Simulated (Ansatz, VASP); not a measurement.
# One calculation of H21O10F, two programs

```
O H F
1.0
     6.93823    0.00000    0.00000
     0.00000    6.93823    0.00000
     0.00000    0.00000    6.93823
O H F
10 21 1
Direct
  0.05859 0.94270 0.18372
  0.52626 0.32963 0.36178
  0.30201 0.11543 0.64428
  0.26390 0.46398 0.09942
  0.01181 0.22075 0.91315
  0.89168 0.83738 0.58760
  0.97013 0.54353 0.33462
  0.49106 0.57972 0.69831
  0.56942 0.07847 0.98943
  0.36594 0.82552 0.38588
  0.04742 0.04272 0.08061
  0.96282 0.84512 0.15306
  0.43610 0.38037 0.26167
  0.58812 0.22213 0.29540
  0.35329 0.21280 0.55342
  0.32610 0.99842 0.56502
  0.31394 0.55801 0.00819
  0.16583 0.52832 0.18261
  0.09519 0.31881 0.97697
  0.08748 0.18797 0.79686
  0.87829 0.79686 0.72267
  0.98780 0.93956 0.58554
  0.94210 0.64430 0.43226
  0.84540 0.49724 0.29000
  0.52926 0.47208 0.61500
  0.44420 0.67614 0.60497
  0.69476 0.11536 0.93747
  0.48012 0.09598 0.88084
  0.47552 0.85426 0.30330
  0.25130 0.86256 0.30474
  0.65211 0.63554 0.83103
  0.76163 0.66648 0.91861
```

Alike in both runs: functional PBE; dispersion D3(BJ); k mesh 1 × 1 × 1; occupations fermi-dirac, width 0.05 eV; no spin polarisation.

Ansatz relaxed the structure, and its values are those at the end. VASP's run is a single point on that final structure, the one shown.

```csv
,VASP,Ansatz
version,VASP 6.6.1,Ansatz 0.2.0
potentials or method,"VASP PAW PBE potentials, release 64 (O_h, H_h, F_h), cutoff 1010 eV","scalar-relativistic, plane waves, PAW"
valence electrons in the cell,88,88
```

|  | VASP | Ansatz | Ansatz less VASP |
| --- | --- | --- | --- |
| rms of the force components (eV/Å) | 0.070 | 0.070 | +0.0002 |
